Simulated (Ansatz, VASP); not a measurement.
# CaAlO4 in VASP and in Ansatz

```
Ca Al O
1.0
     3.56241    0.00000    0.00000
     0.00000    3.56241    0.00000
     0.00000    0.00000    5.38153
Ca Al O
1 1 4
Cartesian
  0.0000 0.0000 0.0000
  1.7812 1.7812 2.6908
  1.7812 0.0000 3.8553
  0.0000 1.7812 1.5262
  1.7812 0.0000 1.5262
  0.0000 1.7812 3.8553
```

Change from the starting cell: species swapped into the KLaF4 type (P4/mmm, No. 123).

Alike in both runs: task single point; functional PBE; k mesh 6 × 6 × 4; occupations gaussian, width 0.1 eV; collinear spin.

```csv
,VASP,Ansatz
version,VASP 6.6.1,Ansatz 0.2.0
potentials or method,"VASP PAW PBE potentials, release 64 (Ca_sv, Al, O), cutoff 520 eV","scalar-relativistic, plane waves, PAW"
valence electrons in the cell,37,37
```

|  | VASP | Ansatz | Ansatz less VASP |
| --- | --- | --- | --- |
| gap on the k mesh at the Fermi level (eV) | none | none | - |
| pressure (GPa) | -2.9 | -3.2 | -0.28 |
| traceless stress, the component that is largest in VASP (GPa) | 1.52 | 1.44 | -0.080 |
| rms of the force components (eV/Å) | 0.276 | 0.261 | -0.0151 |
| net moment per atom (μB) | 0.50 | 0.50 | 0.000 |
| size of the moment on the site where the two differ most (μB) | 0.65 | 0.71 | +0.062 |

Site moments also hang on the region over which each program counts them. Atom by atom the forces differ by 0.015 eV/Å (rms over components). A gap of «none» marks a metal or a gap that the smearing closes. The functional is the same, so the differences come from potentials, cutoffs and numerics.
